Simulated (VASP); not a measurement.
Runs of VASP 6.6.1 on CdInS2. The structure is that of space group P-3m1 (No. 164), or close to it. The cells are those of the table. 

```tsv
cell	gap on the mesh (eV)	pressure (GPa)	largest force (eV/Å)
a = 3.828, b = 3.828, c = 8.080 Å, angles 90.0, 90.0, 120.0°, 4 atoms	none	-6.8	0.06
a = 4.322, b = 4.322, c = 6.339 Å, angles 90.0, 90.0, 120.0°, 4 atoms	none	-5.2	0.18
a = 3.509, b = 3.509, c = 7.406 Å, angles 90.0, 90.0, 120.0°, 4 atoms	none	(a)	0.33
a = 3.728, b = 3.728, c = 6.560 Å, angles 90.0, 90.0, 120.0°, 4 atoms	none	(b)	0.15
a = 3.804, b = 3.804, c = 6.300 Å, angles 90.0, 90.0, 120.0°, 4 atoms	none	10.2	0.06
```

Alike in all rows: task single point; level PBE; potentials or basis VASP PAW PBE potentials, release 64 (Cd, In_d, S); no spin polarisation; k mesh 15 × 15 × 8; cutoff (eV) 520; smearing gaussian 0.15 eV.

Q: Estimate the missing entries.

A: (a) 7.3; (b) 9.3.

Caveats: spin-orbit coupling is left out, which moves the levels of the heavy elements; an odd number of electrons without spin polarisation forces a metal; a magnetic or distorted state may lie lower; the stress differs along the axes, from -17 to -2 GPa (at least some runs); the stress differs along the axes, from -8 to 0 GPa (at least some runs); the stress differs along the axes, from -5 to 14 GPa (at least some runs); the cell stands under pressure (at least some runs).

A k mesh can miss the band edges, and the runs leave out spin-orbit coupling on Cd, In.

A gap of «none» marks levels without a gap at the run's occupations.
